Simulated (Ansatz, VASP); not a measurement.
RbCl: VASP beside Ansatz

INCAR

```
SYSTEM = RbCl
PREC = Accurate
ENCUT = 500
EDIFF = 1E-6
ISMEAR = 0
SIGMA = 0.1
LREAL = .False.
LASPH = .True.
NELM = 120
ALGO = Normal
ISIF = 2
LWAVE = .False.
LCHARG = .True.
GGA = PS
LELF = .True.
LVHAR = .True.
NBANDS = 15
GGA_COMPAT = .False.
```

The input KPOINTS:

```
Automatic mesh
0
Gamma
  4 4 4
  0 0 0
```

File POSCAR:

```
RbCl
1.0
    0.0000000000      3.4828984809      3.4828984809
    3.4828984809      0.0000000000      3.4828984809
    3.4828984809      3.4828984809      0.0000000000
Rb Cl
1 1
Direct
    0.0000000000      0.0000000000      0.0000000000
    0.5000000000      0.5000000000      0.5000000000
```

Input for Ansatz:

```yaml
crystal:
  lattice:
    - [0.0, 3.4828984809, 3.4828984809]
    - [3.4828984809, 0.0, 3.4828984809]
    - [3.4828984809, 3.4828984809, 0.0]
  atoms:
    - { symbol: Rb, position: [0.0, 0.0, 0.0] }
    - { symbol: Cl, position: [0.5, 0.5, 0.5] }
basis:
  ecutwfc: 420
kpoints:
  mp_grid: { grid: [4, 4, 4] }
hamiltonian:
  xc: pbesol
scf:
  occupations: { method: gaussian, width: 0.1 }
output:
  forces: true
  stress: true
  eigenvalues: true
```

Alike in both runs: task single point; functional PBEsol; k mesh 4 × 4 × 4; occupations gaussian, width 0.1 eV; no spin polarisation.

```csv
,VASP,Ansatz
version,VASP 6.6.1,Ansatz 0.2.0
potentials or method,"VASP PAW PBE potentials, release 64 (Rb_sv, Cl), cutoff 500 eV","scalar-relativistic, plane waves, PAW"
valence electrons in the cell,16,16
```

```tsv
	VASP	Ansatz	Ansatz less VASP
gap on the k mesh at the Fermi level (eV)	4.40	4.40	+0.002
least direct gap on the mesh (eV)	4.40	4.40	+0.002
pressure (GPa)	-1.9	-1.9	+0.01
```

VASP's potentials were made for PBE, not for PBEsol.
